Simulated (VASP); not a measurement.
# SnSe (Fm-3m) in VASP: notebook

SnSe is run at these levels: LDA; tasks: vibrations by perturbation theory.

Program: VASP 6.6.1. These are calculated values, not measurements. Logs are shortened: lines on timing, memory, paths and dates and some standing lists are left out, and cuts for length are marked.

**1. The cell of the first run**

Symmetry: Fm-3m, No. 225, cubic system. Conventional cell: a = 5.430 Å, b = 5.430 Å, c = 5.430 Å, α = 90.00°, β = 90.00°, γ = 90.00°. Within 3.6 Å of Sn (site symmetry m-3m) lie 6 Se at 2.72 Å. Se (site symmetry m-3m) has 6 Sn at 2.72 Å within 3.6 Å.

**2. Vibrations by perturbation theory, LDA**

INCAR

```
PREC = Accurate ; ENCUT = 520
EDIFF = 1E-8 ; ISMEAR = 0
SIGMA = 0.01 ; LREAL = F
LASPH = T ; NELM = 100
ALGO = Normal ; ISIF = 2
LWAVE = F ; LCHARG = T
IBRION = 8 ; NSW = 1
```

KPOINTS

```
regular mesh
0
Gamma
  12 12 12
```

POSCAR

```
SnSe
1.0
    0.0000000000      2.7152222583      2.7152222583
    2.7152222583      0.0000000000      2.7152222583
    2.7152222583      2.7152222583      0.0000000000
Sn Se
1 1
Direct
    0.0000000000      0.0000000000      0.0000000000
    0.5000000000      0.5000000000      0.5000000000
```

Potentials or basis: VASP PAW LDA potentials, release 64 (Sn_d, Se).

Launch:

```console
$ cat potpaw_LDA.64/Sn_d/POTCAR potpaw_LDA.64/Se/POTCAR > POTCAR
$ mpirun -np 1 vasp_std > vasp.out
```

OUTCAR:

```text
PREC = Accurate
   ENCUT = 520
   EDIFF = 1E-8
   ISMEAR = 0
   LREAL = F
   LASPH = T
   NELM = 100
   ISIF = 2
   IBRION = 8
   NSW = 1

 ion  position               nearest neighbor table
   1  0.000  0.000  0.000-   2 2.72   2 2.72   2 2.72   2 2.72   2 2.72   2 2.72
   2  0.500  0.500  0.500-   1 2.72   1 2.72   1 2.72   1 2.72   1 2.72   1 2.72

  LATTYP: Found a face centered cubic cell.
 ALAT       =     5.4304445166

  Lattice vectors:

 A1 = (   0.0000000000,   2.7152222583,   2.7152222583)
 A2 = (   2.7152222583,   0.0000000000,   2.7152222583)
 A3 = (   2.7152222583,   2.7152222583,   0.0000000000)

Analysis of symmetry for initial positions (statically):
=====================================================================
 Subroutine PRICEL returns:
 Original cell was already a primitive cell.

 Routine SETGRP: Setting up the symmetry group for a
 face centered cubic supercell.

 Subroutine GETGRP returns: Found 48 space group operations
 (whereof 48 operations were pure point group operations)
 out of a pool of 48 trial point group operations.

The static configuration has the point symmetry O_h .

Analysis of symmetry for dynamics (positions and initial velocities):
=====================================================================
 Subroutine PRICEL returns:
 Original cell was already a primitive cell.

 Routine SETGRP: Setting up the symmetry group for a
 face centered cubic supercell.

 Subroutine GETGRP returns: Found 48 space group operations
 (whereof 48 operations were pure point group operations)
 out of a pool of 48 trial point group operations.

The dynamic configuration has the point symmetry O_h .

 Subroutine INISYM returns: Found 48 space group operations
 (whereof 48 operations are pure point group operations),
 and found     1 'primitive' translations

----------------------------------------------------------------------------------------

                                     Primitive cell

  volume of cell :      40.0356

  direct lattice vectors                    reciprocal lattice vectors
     0.000000000  2.715222258  2.715222258    -0.184146988  0.184146988  0.184146988
     2.715222258  0.000000000  2.715222258     0.184146988 -0.184146988  0.184146988
     2.715222258  2.715222258  0.000000000     0.184146988  0.184146988 -0.184146988

  length of vectors
     3.839904143  3.839904143  3.839904143     0.318951939  0.318951939  0.318951939

  position of ions in fractional coordinates (direct lattice)
     0.000000000  0.000000000  0.000000000
     0.500000000  0.500000000  0.500000000

  ion indices of the primitive-cell ions
   primitive index   ion index
                 1           1
                 2           2

----------------------------------------------------------------------------------------

 KPOINTS: regular mesh

Automatic generation of k-mesh.
 Grid dimensions read from file:
 generate k-points for:   12   12   12

 Generating k-lattice:

  Cartesian coordinates                     Fractional coordinates (reciprocal lattice)
    -0.015345582  0.015345582  0.015345582     0.083333333  0.000000000  0.000000000
     0.015345582 -0.015345582  0.015345582     0.000000000  0.083333333  0.000000000
     0.015345582  0.015345582 -0.015345582     0.000000000  0.000000000  0.083333333

  Length of vectors
     0.026579328  0.026579328  0.026579328

  Shift w.r.t. Gamma in fractional coordinates (k-lattice)
     0.000000000  0.000000000  0.000000000

 Subroutine IBZKPT returns following result:
 ===========================================

 Found     72 irreducible k-points:

 Following reciprocal coordinates:
            Coordinates               Weight
  0.000000  0.000000  0.000000      1.000000
  0.083333  0.000000  0.000000      8.000000
  0.166667  0.000000  0.000000      8.000000
  0.250000  0.000000  0.000000      8.000000
  0.333333  0.000000  0.000000      8.000000
  0.416667  0.000000  0.000000      8.000000
[... 16 lines left out ...]
  0.500000  0.166667  0.000000     24.000000
 -0.416667  0.166667  0.000000     24.000000
 [... further k-points ...]
   k-points           NKPTS =     72   k-points in BZ     NKDIM =     72   number of bands    NBANDS=     14
   number of dos      NEDOS =    301   number of ions     NIONS =      2
   total plane-waves  NPLWV =  27000
   dimension x,y,z NGX =    30 NGY =   30 NGZ =   30
   dimension x,y,z NGXF=    60 NGYF=   60 NGZF=   60
   ions per type =               1   1
   NGX,Y,Z   is equivalent  to a cutoff of  12.99, 12.99, 12.99 a.u.
   NGXF,Y,Z  is equivalent  to a cutoff of  25.98, 25.98, 25.98 a.u.
 SYSTEM =  unknown system
   PREC   = accura    normal or accurate (medium, high low for compatibility)
   ISTART =      0    job   : 0-new  1-cont  2-samecut
   ICHARG =      2    charge: 1-file 2-atom 10-const
   ISPIN  =      1    spin polarized calculation?
   LNONCOLLINEAR =      F non collinear calculations
   LSORBIT =      F    spin-orbit coupling
   LASPH  =      T    aspherical Exc in radial PAW
   ENCUT  =  520.0 eV  38.22 Ry    6.18 a.u.   7.14  7.14  7.14*2*pi/ulx,y,z
   NELM   =    100;   NELMIN=  2; NELMDL= -5     # of ELM steps
   EDIFF  = 0.1E-07   stopping-criterion for ELM
   LREAL  =      F    real-space projection
   EDIFFG = 0.1E-06   stopping-criterion for IOM
   NSW    =      1    number of steps for IOM
   IBRION =      8    ionic relax: 0-MD 1-quasi-New 2-CG
   NFREE  =      0    steps in history (QN), initial steepest desc. (CG)
   ISIF   =      2    stress and relaxation
   ISYM   =      2    0-nonsym 1-usesym 2-fastsym
   POTIM  = 0.5000    time-step for ionic-motion
   TEBEG  =    0.0;   TEEND  =   0.0 temperature during run
   PSTRESS=    0.0 pullay stress
   NELECT =      20.0000    total number of electrons
   NUPDOWN=      -1.0000    fix difference up-down
   EMIN   =  10.00;   EMAX   =-10.00  energy-range for DOS
   EFERMI =   0.00;   METHOD = LEGACY
   ISMEAR =     0;   SIGMA  =   0.01  broadening in eV -4-tet -1-fermi 0-gaus
   EFERMI_NEDOS =   21; number of points for ismear=-14 and -15
   IALGO  =     38    algorithm
   IMIX   =      4    mixing-type and parameters
     AMIX     =   0.40;   BMIX     =  1.00
     AMIX_MAG =   1.60;   BMIX_MAG =  1.00
  volume/ion in A,a.u.               =      20.02       135.09
  Fermi-wavevector in a.u.,A,eV,Ry     =   1.298981  2.454718 22.957811  1.687351
  Thomas-Fermi vector in A             =   2.430274
   LORBIT       =      0    0 simple, 1 ext, 2 COOP (PROOUT), +10 PAW based schemes
   GGA     = CA    functional components
   LHFCALC =     F    Hartree Fock is set to
   AEXX    =    0.0000 exact exchange contribution
   IVDW    =     0    specifies the selected vdW correction
   LEPSILON=     F    determine dielectric tensor
   LRPA    =     F    only Hartree local field effects (RPA)
 non-spin polarized calculation
 Gauss-broadening in eV      SIGMA  =   0.01
  energy-cutoff  :      520.00
  volume of cell :       40.04
 maximum number of plane-waves:      1090
 NGX is ok and might be reduce to    30
   NGX = 15   NGY = 15   NGZ = 15

--------------------------------------- Ionic step        1  -------------------------------------------

 number of electron      19.9999995 magnetization

 Free energy of the ion-electron system (eV)
  ---------------------------------------------------
  ext. energy  EPLUGINS =         0.00000000
  ---------------------------------------------------
  free energy    TOTEN  =        -8.77885764 eV

  energy without entropy =       -8.77885764  energy(sigma->0) =       -8.77885764

 E-fermi :   9.9389     XC(G=0): -11.3222

 val. band max:        9.8899719303   @ k =  -0.1667   0.1667   0.0000
 cond. band min:       9.9884810826   @ k =  -0.4167   0.0833   0.0000
 fundamental gap:      0.0985091522
 Fermi energy:         9.9389321523

 k-point     1 :       0.0000    0.0000    0.0000
  band No.  band energies     occupation
      1     -12.2334      2.00000
      2     -12.2334      2.00000
      3     -12.2107      2.00000
      4     -12.2107      2.00000
      5     -12.2107      2.00000
      6      -6.9598      2.00000
      7       5.6158      2.00000
      8       6.3258      2.00000
      9       6.3258      2.00000
     10       6.3258      2.00000
     11      14.9115      0.00000
     12      14.9253      0.00000
     13      14.9281      0.00000
     14      14.9282      0.00000
[... 377 lines left out ...]
      1     -12.2867      2.00000
      2     -12.2564      2.00000
      3     -12.2013      2.00000
      4     -12.1764      2.00000
      5     -12.1669      2.00000
      6      -4.9770      2.00000
      7      -0.2409      2.00000
      8       4.5375      2.00000
      9       6.1152      2.00000
     10       8.4186      2.00000
     11      11.1420      0.00000
     12      11.3645      0.00000
     13      14.2107      0.00000
     14      17.3171      0.00000

 [... further k-points ...]
[... 5 lines left out ...]
  --------------------------------------------------------------------------------------
  -------------------------------------------------------------------------------------
  Total        6.3325663      6.3325663      6.3325663      0.0000000     -0.0000000     -0.0000000
  in kB      253.4219209    253.4219209    253.4219209      0.0000000     -0.0000000     -0.0000000
  external PRESSURE =     253.4219209 kB  Pullay stress =       0.0000000 kB

 VOLUME and BASIS-vectors are now :
 -----------------------------------------------------------------------------
  energy-cutoff  :      520.00
  volume of cell :       40.04
      direct lattice vectors                 reciprocal lattice vectors
     0.000000000  2.715222258  2.715222258    -0.184146988  0.184146988  0.184146988
     2.715222258  0.000000000  2.715222258     0.184146988 -0.184146988  0.184146988
     2.715222258  2.715222258  0.000000000     0.184146988  0.184146988 -0.184146988

 POSITION                                       TOTAL-FORCE (eV/Angst)
 -----------------------------------------------------------------------------------
      0.00000      0.00000      0.00000         0.000000      0.000000     -0.000000
      2.71522      2.71522      2.71522         0.000000      0.000000      0.000000
 -----------------------------------------------------------------------------------
    total drift:                               -0.000000      0.000000      0.000000

  FREE ENERGIE OF THE ION-ELECTRON SYSTEM (eV)
  ---------------------------------------------------
  free  energy   TOTEN  =        -8.7788576353 eV

  energy  without entropy=       -8.7788576353  energy(sigma->0) =       -8.77885764

[... ionic steps 2 to 3 ...]

--------------------------------------- Ionic step        4  -------------------------------------------

------------------------ aborting loop because EDIFF is reached ----------------------------------------

[... ionic steps 5 to 6 ...]

--------------------------------------- Ionic step        7  -------------------------------------------

 Free energy of the ion-electron system (eV)
  ---------------------------------------------------
  ---------------------------------------------------
  free energy    TOTEN  =        -0.08137720 eV

  energy without entropy =       -0.08137720

------------------------ aborting loop because EDIFF is reached ----------------------------------------

 INTERNAL STRAIN TENSOR  FOR ION    2  DIRECTION 1   (eV/Angst):
 -----------------------------------------------------------------------------
    -0.02128  0.00000  0.00000
     0.00000  0.01288 -0.00000
     0.00000 -0.00000  0.01288

 INTERNAL STRAIN TENSOR FOR ION    2 for displacements in x,y,z  (eV/Angst):
          X           Y           Z          XY          YZ          ZX
  --------------------------------------------------------------------------------
  x     0.00000     0.00000     0.00000     0.00000     0.00000     0.00000
  y     0.00000     0.00000     0.00000     0.00000     0.00000     0.00000
  z     0.00000     0.00000     0.00000     0.00000     0.00000     0.00000

 SECOND DERIVATIVES (NOT SYMMETRIZED)
 ------------------------------------
               1X          1Y          1Z          2X          2Y          2Z
  1X    -4.295930    0.000000    0.000000    4.295930    0.000000    0.000000
  1Y     0.000000   -4.295930    0.000000    0.000000    4.295930    0.000000
  1Z     0.000000    0.000000   -4.295930    0.000000    0.000000    4.295930
  2X     4.315772    0.000000    0.000000   -4.315772    0.000000    0.000000
  2Y     0.000000    4.315772    0.000000    0.000000   -4.315772    0.000000
  2Z     0.000000    0.000000    4.315772    0.000000    0.000000   -4.315772

 Eigenvectors and eigenvalues of the dynamical matrix
 ----------------------------------------------------

   1 f  =    4.711989 THz    29.606299 2PiTHz  157.175031 cm-1    19.487211 meV
             X         Y         Z           dx          dy          dz
      0.000000  0.000000  0.000000    -0.003235   -0.008290   -0.631086
      2.715222  2.715222  2.715222     0.003976    0.010188    0.775585
[... 21 lines left out ...]
   6 f/i=    0.005315 THz     0.033394 2PiTHz    0.177286 cm-1     0.021981 meV
             X         Y         Z           dx          dy          dz
      0.000000  0.000000  0.000000    -0.218688    0.608073    0.429039
      2.715222  2.715222  2.715222    -0.177945    0.494783    0.349105

--------------------------------------------------------------------------------------------------------

 ELASTIC MODULI CONTR FROM IONIC RELAXATION (kBar)
 Direction    XX          YY          ZZ          XY          YZ          ZX
 --------------------------------------------------------------------------------
 XX           0.0000      0.0000      0.0000      0.0000      0.0000      0.0000
 YY           0.0000      0.0000      0.0000      0.0000      0.0000      0.0000
 ZZ           0.0000      0.0000      0.0000      0.0000      0.0000      0.0000
 XY           0.0000      0.0000      0.0000      0.0000      0.0000      0.0000
 YZ           0.0000      0.0000      0.0000      0.0000      0.0000      0.0000
 ZX           0.0000      0.0000      0.0000      0.0000      0.0000      0.0000
 --------------------------------------------------------------------------------
```

It took 3.9 min on 1 thread of AMD EPYC 9R45 (Zen 5), shared host; peak memory 0.33 GiB.

Results:

```yaml
Highest_phonon_frequency_at_Γ_LO-TO_splitting_left_out: 157 cm⁻¹
```

Phonon frequencies in cm⁻¹ (negative: imaginary):
| q point | frequencies |
| --- | --- |
| (0.000, 0.000, 0.000) | 0 0 0 157 157 157 |

Caveat: the cell wasn't relaxed at this level first, which shifts response properties; spin-orbit coupling is left out, which moves the levels of the heavy elements.

**3. Vibrations by perturbation theory, LDA**

This run uses another cell than the first one, of 18.42 Å³/atom, 0.920 times its volume.

INCAR

```
SYSTEM = SnSe
ALGO = Normal
EDIFF = 1E-8
ENCUT = 520
GGA = CA
IBRION = 8
ISIF = 2
ISMEAR = 0
LASPH = .TRUE.
LCHARG = .FALSE.
LREAL = .FALSE.
LWAVE = .FALSE.
NELM = 60
NSW = 1
PREC = Accurate
SIGMA = 0.01
```

KPOINTS

```
k-points
0
G
  12 12 12
  0 0 0
```

POSCAR

```
SnSe
1.0
    0.0000000000      2.6408936510      2.6408936510
    2.6408936510      0.0000000000      2.6408936510
    2.6408936510      2.6408936510      0.0000000000
Sn Se
1 1
Direct
    0.0000000000      0.0000000000      0.0000000000
    0.5000000000      0.5000000000      0.5000000000
```

Potentials or basis: VASP PAW LDA potentials, release 64 (Sn_d, Se).

Launch:

```console
$ cat potpaw_LDA.64/Sn_d/POTCAR potpaw_LDA.64/Se/POTCAR > POTCAR
$ mpirun -np 1 vasp_std > vasp.out
```

OUTCAR:

```text
SYSTEM = SnSe
   EDIFF = 1E-8
   ENCUT = 520
   GGA = CA
   IBRION = 8
   ISIF = 2
   ISMEAR = 0
   LASPH = .TRUE.
   LREAL = .FALSE.
   NELM = 60
   NSW = 1
   PREC = Accurate

 ion  position               nearest neighbor table
   1  0.000  0.000  0.000-   2 2.64   2 2.64   2 2.64   2 2.64   2 2.64   2 2.64
   2  0.500  0.500  0.500-   1 2.64   1 2.64   1 2.64   1 2.64   1 2.64   1 2.64

  LATTYP: Found a face centered cubic cell.
 ALAT       =     5.2817873020

  Lattice vectors:

 A1 = (   0.0000000000,   2.6408936510,   2.6408936510)
 A2 = (   2.6408936510,   0.0000000000,   2.6408936510)
 A3 = (   2.6408936510,   2.6408936510,   0.0000000000)

Analysis of symmetry for initial positions (statically):
=====================================================================
 Subroutine PRICEL returns:
 Original cell was already a primitive cell.

[... 636 lines left out ...]

------------------------ aborting loop because EDIFF is reached ----------------------------------------

 INTERNAL STRAIN TENSOR  FOR ION    2  DIRECTION 1   (eV/Angst):
 -----------------------------------------------------------------------------
    -0.02369 -0.00000  0.00000
     0.00000  0.01494  0.00000
     0.00000  0.00000  0.01494

 INTERNAL STRAIN TENSOR FOR ION    2 for displacements in x,y,z  (eV/Angst):
          X           Y           Z          XY          YZ          ZX
  --------------------------------------------------------------------------------
  x     0.00000     0.00000     0.00000     0.00000     0.00000     0.00000
  y     0.00000     0.00000     0.00000     0.00000     0.00000     0.00000
  z     0.00000     0.00000     0.00000     0.00000     0.00000     0.00000

 SECOND DERIVATIVES (NOT SYMMETRIZED)
 ------------------------------------
               1X          1Y          1Z          2X          2Y          2Z
  1X    -6.379410    0.000000    0.000000    6.379410    0.000000    0.000000
  1Y     0.000000   -6.379410    0.000000    0.000000    6.379410    0.000000
  1Z     0.000000    0.000000   -6.379410    0.000000    0.000000    6.379410
  2X     6.375094    0.000000    0.000000   -6.375094    0.000000    0.000000
  2Y     0.000000    6.375094    0.000000    0.000000   -6.375094    0.000000
  2Z     0.000000    0.000000    6.375094    0.000000    0.000000   -6.375094

 Eigenvectors and eigenvalues of the dynamical matrix
 ----------------------------------------------------

   1 f  =    5.732920 THz    36.021000 2PiTHz  191.229633 cm-1    23.709442 meV
             X         Y         Z           dx          dy          dz
      0.000000  0.000000  0.000000    -0.628304   -0.069638   -0.000000
      2.640894  2.640894  2.640894     0.770129    0.085358   -0.000000
[... 21 lines left out ...]
   6 f/i=    0.000950 THz     0.005970 2PiTHz    0.031695 cm-1     0.003930 meV
             X         Y         Z           dx          dy          dz
      0.000000  0.000000  0.000000    -0.554588    0.000000    0.541125
      2.640894  2.640894  2.640894    -0.452457    0.000000    0.441474

--------------------------------------------------------------------------------------------------------

 ELASTIC MODULI CONTR FROM IONIC RELAXATION (kBar)
 Direction    XX          YY          ZZ          XY          YZ          ZX
 --------------------------------------------------------------------------------
 XX           0.0000      0.0000      0.0000      0.0000      0.0000      0.0000
 YY           0.0000      0.0000      0.0000      0.0000      0.0000      0.0000
 ZZ           0.0000      0.0000      0.0000      0.0000      0.0000      0.0000
 XY           0.0000      0.0000      0.0000      0.0000      0.0000      0.0000
 YZ           0.0000      0.0000      0.0000      0.0000      0.0000      0.0000
 ZX           0.0000      0.0000      0.0000      0.0000      0.0000      0.0000
 --------------------------------------------------------------------------------
```

Run time: 2.5 min. Hardware: 1 thread of AMD EPYC 9R45 (Zen 5), shared host; peak memory 0.31 GiB.

What came out:

```
Highest phonon frequency at Γ, LO-TO splitting left out : 191 cm⁻¹
```

Phonon frequencies in cm⁻¹ (negative: imaginary):
| q point | frequencies |
| --- | --- |
| (0.000, 0.000, 0.000) | 0 0 0 191 191 191 |

Caveat: the cell wasn't relaxed at this level first, which shifts response properties; spin-orbit coupling is left out, which moves the levels of the heavy elements.

[end of part 1 of 2]
